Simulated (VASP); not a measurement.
# Si (P2_1/m) in VASP: single point with PBE

Aim: the single point of Si with PBE.

All numbers are computed with VASP 6.6.1; they aren't measurements. Logs are shortened: lines on timing, memory, paths and dates and some standing lists are left out, and cuts for length are marked.

## 1. The cell of the first run

Symmetry: P2_1/m, No. 11, monoclinic system. Conventional cell: a = 3.650 Å, b = 6.365 Å, c = 3.891 Å, α = 90.00°, β = 115.64°, γ = 90.00°. Si (site symmetry 1) has 4 Si at 2.27 to 2.47 Å within 3.0 Å.

## 2. Single point, PBE (engineering shear strain xy -0.0400, strain +e along x and -e along y -0.0525)

INCAR reads:

```
PREC = Accurate
ENCUT = 520
EDIFF = 1E-6
ISMEAR = 0
SIGMA = 0.05
LREAL = F
LASPH = T
NELM = 100
ALGO = Normal
ISIF = 2
LWAVE = F
LCHARG = F
GGA = PE
NBANDS = 16
```

KPOINTS reads:

```
regular mesh
0
Gamma
  12 12 6
```

POSCAR reads:

```
Si
1.0
    3.6489003888     -0.0770216441      0.0000000000
   -1.8911528948      3.5487404319      0.0000000000
    0.0000000000      0.0000000000      6.3646810974
Si
4
Direct
    0.3333333333      0.6666666667      0.0629320729
    0.6666666667      0.3333333333      0.5629320729
    0.3333333333      0.6666666667      0.4370679271
    0.6666666667      0.3333333333      0.9370679271
```

Potentials or basis: VASP PAW PBE potentials, release 64 (Si).

On the command line:

```sh
cat potpaw_PBE.64/Si/POTCAR > POTCAR
mpirun -np 1 vasp_std > vasp.out
```

OUTCAR:

```text
PREC = Accurate
   ENCUT = 520
   EDIFF = 1E-6
   ISMEAR = 0
   LREAL = F
   LASPH = T
   NELM = 100
   ISIF = 2
   GGA = PE

 ion  position               nearest neighbor table
   1  0.333  0.667  0.063-   4 2.27   4 2.35   3 2.38   4 2.47
   2  0.667  0.333  0.563-   3 2.27   3 2.35   4 2.38   3 2.47
   3  0.333  0.667  0.437-   2 2.27   2 2.35   1 2.38   2 2.47
   4  0.667  0.333  0.937-   1 2.27   1 2.35   2 2.38   1 2.47

  LATTYP: Found a simple monoclinic cell.
 ALAT       =     3.6497131916
 B/A-ratio  =     1.7438852763
 C/A-ratio  =     1.0662036447
 COS(beta)  =    -0.4327793958

  Lattice vectors:

 A1 = (   3.6489003888,  -0.0770216441,   0.0000000000)
 A2 = (   0.0000000000,   0.0000000000,   6.3646810974)
 A3 = (  -1.7577474940,  -3.4717187878,   0.0000000000)

Analysis of symmetry for initial positions (statically):
=====================================================================
 Subroutine PRICEL returns:
 Original cell was already a primitive cell.

 Routine SETGRP: Setting up the symmetry group for a
 simple monoclinic supercell.

 Subroutine GETGRP returns: Found  4 space group operations
 (whereof  2 operations were pure point group operations)
 out of a pool of  4 trial point group operations.

The static configuration has the point symmetry S_2 .
 The point group associated with its full space group is C_2h.

Analysis of symmetry for dynamics (positions and initial velocities):
=====================================================================
 Subroutine PRICEL returns:
 Original cell was already a primitive cell.

 Routine SETGRP: Setting up the symmetry group for a
 simple monoclinic supercell.

 Subroutine GETGRP returns: Found  4 space group operations
 (whereof  2 operations were pure point group operations)
 out of a pool of  4 trial point group operations.

The dynamic configuration has the point symmetry S_2 .
 The point group associated with its full space group is C_2h.

 Subroutine INISYM returns: Found  4 space group operations
 (whereof  2 operations are pure point group operations),
 and found     1 'primitive' translations

----------------------------------------------------------------------------------------

                                     Primitive cell

  volume of cell :      81.4892

  direct lattice vectors                    reciprocal lattice vectors
     3.648900389 -0.077021644  0.000000000     0.277173008  0.147707770  0.000000000
    -1.891152895  3.548740432  0.000000000     0.006015746  0.284995963  0.000000000
     0.000000000  0.000000000  6.364681097     0.000000000  0.000000000  0.157117063

  length of vectors
     3.649713192  4.021196081  6.364681097     0.314073975  0.285059446  0.157117063

  position of ions in fractional coordinates (direct lattice)
     0.333333333  0.666666667  0.062932073
     0.666666667  0.333333333  0.562932073
     0.333333333  0.666666667  0.437067927
     0.666666667  0.333333333  0.937067927

  ion indices of the primitive-cell ions
   primitive index   ion index
                 1           1
                 2           2
                 3           3
                 4           4

----------------------------------------------------------------------------------------

 KPOINTS: regular mesh

Automatic generation of k-mesh.
 Grid dimensions read from file:
 generate k-points for:   12   12    6

 Generating k-lattice:

  Cartesian coordinates                     Fractional coordinates (reciprocal lattice)
     0.023097751  0.012308981  0.000000000     0.083333333 -0.000000000  0.000000000
     0.000501312  0.023749664  0.000000000     0.000000000  0.083333333  0.000000000
     0.000000000  0.000000000  0.026186177     0.000000000  0.000000000  0.166666667

  Length of vectors
     0.026172831  0.023754954  0.026186177

  Shift w.r.t. Gamma in fractional coordinates (k-lattice)
     0.000000000  0.000000000  0.000000000

 Subroutine IBZKPT returns following result:
 ===========================================

 Found    296 irreducible k-points:

 Following reciprocal coordinates:
            Coordinates               Weight
  0.000000  0.000000  0.000000      1.000000
  0.083333  0.000000  0.000000      2.000000
  0.166667  0.000000  0.000000      2.000000
  0.250000  0.000000  0.000000      2.000000
  0.333333  0.000000  0.000000      2.000000
  0.416667  0.000000  0.000000      2.000000
[... 16 lines left out ...]
  0.250000  0.166667  0.000000      2.000000
  0.333333  0.166667  0.000000      2.000000
 [... further k-points ...]
   k-points           NKPTS =    296   k-points in BZ     NKDIM =    296   number of bands    NBANDS=     16
   number of dos      NEDOS =    301   number of ions     NIONS =      4
   total plane-waves  NPLWV =  40320
   dimension x,y,z NGX =    28 NGY =   30 NGZ =   48
   dimension x,y,z NGXF=    56 NGYF=   60 NGZF=   96
   ions per type =               4
   NGX,Y,Z   is equivalent  to a cutoff of  12.75, 12.40, 12.54 a.u.
   NGXF,Y,Z  is equivalent  to a cutoff of  25.51, 24.81, 25.08 a.u.
 SYSTEM =  unknown system
   PREC   = accura    normal or accurate (medium, high low for compatibility)
   ISTART =      0    job   : 0-new  1-cont  2-samecut
   ICHARG =      2    charge: 1-file 2-atom 10-const
   ISPIN  =      1    spin polarized calculation?
   LNONCOLLINEAR =      F non collinear calculations
   LSORBIT =      F    spin-orbit coupling
   LASPH  =      T    aspherical Exc in radial PAW
   ENCUT  =  520.0 eV  38.22 Ry    6.18 a.u.   6.79  7.48 11.83*2*pi/ulx,y,z
   NELM   =    100;   NELMIN=  2; NELMDL= -5     # of ELM steps
   EDIFF  = 0.1E-05   stopping-criterion for ELM
   LREAL  =      F    real-space projection
   EDIFFG = 0.1E-04   stopping-criterion for IOM
   NSW    =      0    number of steps for IOM
   IBRION =     -1    ionic relax: 0-MD 1-quasi-New 2-CG
   NFREE  =      0    steps in history (QN), initial steepest desc. (CG)
   ISIF   =      2    stress and relaxation
   ISYM   =      2    0-nonsym 1-usesym 2-fastsym
   POTIM  = 0.5000    time-step for ionic-motion
   TEBEG  =    0.0;   TEEND  =   0.0 temperature during run
   PSTRESS=    0.0 pullay stress
   NELECT =      16.0000    total number of electrons
   NUPDOWN=      -1.0000    fix difference up-down
   EMIN   =  10.00;   EMAX   =-10.00  energy-range for DOS
   EFERMI =   0.00;   METHOD = LEGACY
   ISMEAR =     0;   SIGMA  =   0.05  broadening in eV -4-tet -1-fermi 0-gaus
   EFERMI_NEDOS =   21; number of points for ismear=-14 and -15
   IALGO  =     38    algorithm
   IMIX   =      4    mixing-type and parameters
     AMIX     =   0.40;   BMIX     =  1.00
     AMIX_MAG =   1.60;   BMIX_MAG =  1.00
  volume/ion in A,a.u.               =      20.37       137.48
  Fermi-wavevector in a.u.,A,eV,Ry     =   0.951513  1.798099 12.318408  0.905377
  Thomas-Fermi vector in A             =   2.079990
   LORBIT       =      0    0 simple, 1 ext, 2 COOP (PROOUT), +10 PAW based schemes
   GGA     = PE    functional components
   LHFCALC =     F    Hartree Fock is set to
   AEXX    =    0.0000 exact exchange contribution
   IVDW    =     0    specifies the selected vdW correction
   LEPSILON=     F    determine dielectric tensor
   LRPA    =     F    only Hartree local field effects (RPA)
 non-spin polarized calculation
 Gauss-broadening in eV      SIGMA  =   0.05
  energy-cutoff  :      520.00
  volume of cell :       81.49
 maximum number of plane-waves:      2220
   NGX = 13   NGY = 15   NGZ = 23

 number of electron      16.0000001 magnetization

 Free energy of the ion-electron system (eV)
  ---------------------------------------------------
  ext. energy  EPLUGINS =         0.00000000
  ---------------------------------------------------
  free energy    TOTEN  =       -21.38366720 eV

  energy without entropy =      -21.38346152  energy(sigma->0) =      -21.38356436

 E-fermi :   5.9710     XC(G=0):  -9.3424

 val. band max:        5.9420809551   @ k =   0.4167   0.0000   0.0000
 cond. band min:       6.0115581413   @ k =   0.0000   0.0000   0.1667
 fundamental gap:      0.0694771862
 Fermi energy:         5.9710163346

 k-point     1 :       0.0000    0.0000    0.0000
  band No.  band energies     occupation
      1      -6.2220      2.00000
      2      -3.9849      2.00000
      3      -1.2672      2.00000
      4       4.1034      2.00000
      5       4.7110      2.00000
      6       5.5587      2.00000
[... 8 lines left out ...]
     15      11.0431      0.00000
     16      11.3339      0.00000

 k-point     2 :       0.0833    0.0000    0.0000
  band No.  band energies     occupation
      1      -6.1332      2.00000
      2      -3.8942      2.00000
      3      -1.2160      2.00000
      4       3.7652      2.00000
      5       4.1736      2.00000
      6       5.3488      2.00000
[... 8 lines left out ...]
     15      11.1872      0.00000
     16      11.2316      0.00000

 k-point     3 :       0.1667    0.0000    0.0000
  band No.  band energies     occupation
      1      -5.8683      2.00000
      2      -3.6234      2.00000
      3      -1.0881      2.00000
      4       2.7570      2.00000
      5       3.5588      2.00000
      6       4.2622      2.00000
[... 8 lines left out ...]
     15      10.8919      0.00000
     16      11.2064      0.00000

 k-point     4 :       0.2500    0.0000    0.0000
  band No.  band energies     occupation
      1      -5.4334      2.00000
      2      -3.1766      2.00000
      3      -1.0041      2.00000
      4       1.7119      2.00000
      5       2.9476      2.00000
      6       3.0819      2.00000
[... 8 lines left out ...]
     15      11.8453      0.00000
     16      12.0422      0.00000
[... 324 lines left out ...]
 k-point    22 :       0.1667    0.1667    0.0000
  band No.  band energies     occupation
      1      -5.3101      2.00000
      2      -3.0518      2.00000
      3      -1.1751      2.00000
      4       1.4037      2.00000
      5       2.3210      2.00000
      6       2.7008      2.00000
[... 8 lines left out ...]
     15      11.4771      0.00000
     16      12.2050      0.00000

 k-point    23 :       0.2500    0.1667    0.0000
  band No.  band energies     occupation
      1      -4.7545      2.00000
      2      -2.4760      2.00000
      3      -1.4578      2.00000
      4       1.3547      2.00000
      5       1.4840      2.00000
      6       1.8799      2.00000
[... 8 lines left out ...]
     15      12.3684      0.00000
     16      13.0050      0.00000

 k-point    24 :       0.3333    0.1667    0.0000
  band No.  band energies     occupation
      1      -4.0750      2.00000
      2      -2.0551      2.00000
      3      -1.7580      2.00000
      4       0.5290      2.00000
      5       1.2328      2.00000
      6       1.8166      2.00000
[... 8 lines left out ...]
     15      12.3068      0.00000
     16      13.0554      0.00000

 [... further k-points ...]

------------------------ aborting loop because EDIFF is reached ----------------------------------------

  FORCE on cell =-STRESS in cart. coord.  units (eV):
  Direction    XX          YY          ZZ          XY          YZ          ZX
  --------------------------------------------------------------------------------------
  -------------------------------------------------------------------------------------
  Total        5.0492132     -3.7258955     -0.0028090      1.7719124      0.0000000      0.0000000
  in kB       99.2737307    -73.2556799     -0.0552278     34.8379733      0.0000000      0.0000000
  external PRESSURE =       8.6542743 kB  Pullay stress =       0.0000000 kB

 VOLUME and BASIS-vectors are now :
 -----------------------------------------------------------------------------
  energy-cutoff  :      520.00
  volume of cell :       81.49
      direct lattice vectors                 reciprocal lattice vectors
     3.648900389 -0.077021644  0.000000000     0.277173008  0.147707770  0.000000000
    -1.891152895  3.548740432  0.000000000     0.006015746  0.284995963  0.000000000
     0.000000000  0.000000000  6.364681097     0.000000000  0.000000000  0.157117063

 POSITION                                       TOTAL-FORCE (eV/Angst)
 -----------------------------------------------------------------------------------
     -0.04447      2.34015      0.40054         0.432707      0.711576      0.102748
      1.80222      1.13157      3.58288        -0.432707     -0.711576      0.102748
     -0.04447      2.34015      2.78180         0.432707      0.711576     -0.102748
      1.80222      1.13157      5.96414        -0.432707     -0.711576     -0.102748
 -----------------------------------------------------------------------------------
    total drift:                                0.000000     -0.000000     -0.000000

  FREE ENERGIE OF THE ION-ELECTRON SYSTEM (eV)
  ---------------------------------------------------
  free  energy   TOTEN  =       -21.3836671982 eV

  energy  without entropy=      -21.3834615180  energy(sigma->0) =      -21.38356436
```

It took 1.9 min on 1 thread of Intel Xeon 6975P-C (Granite Rapids), shared host; peak memory 0.38 GiB.

Results:

| Item | Value |
| --- | --- |
| Free energy | -21.3837 eV |
| Pressure | 0.9 GPa |
| Largest force | 0.839 eV/Å |
| Band gap on the k mesh | zero (bands 8 and 9 overlap by 0.34 eV) |

Forces in eV/Å, atoms in the order of the input:
```
Si   0.433  0.712  0.103
Si  -0.433 -0.712  0.103
Si   0.433  0.712 -0.103
Si  -0.433 -0.712 -0.103
```

Levels at points of the mesh, in eV from the Fermi level:
| k point | band 6 | band 7 | band 8 | band 9 | band 10 | band 11 |
| --- | --- | --- | --- | --- | --- | --- |
| (0.00, 0.00, 0.00) | -0.41 | -0.29 | 0.20 | 0.33 | 1.90 | 2.15 |
| (0.50, 0.00, 0.00) | -3.60 | -2.98 | -1.92 | -0.14 | 1.58 | 2.59 |
| (0.00, 0.50, 0.00) | -3.02 | -2.38 | -0.86 | 1.13 | 3.02 | 3.13 |
| (0.50, 0.50, 0.00) | -3.34 | -2.79 | -1.54 | 0.29 | 2.13 | 2.89 |
| (0.00, 0.00, 0.50) | -1.24 | -0.68 | -0.68 | 1.19 | 1.19 | 2.77 |
| (0.50, 0.00, 0.50) | -2.94 | -2.39 | -2.39 | 0.36 | 0.36 | 1.66 |
| (0.00, 0.50, 0.50) | -2.65 | -1.78 | -1.78 | 1.20 | 1.20 | 1.93 |
| (0.50, 0.50, 0.50) | -2.67 | -2.32 | -2.32 | 0.77 | 0.77 | 1.62 |

Caveat: the cell differs from its parent crystal (engineering shear strain xy -0.0400, strain +e along x and -e along y -0.0525); semilocal functionals underestimate gaps, so a narrow gap can read as zero.
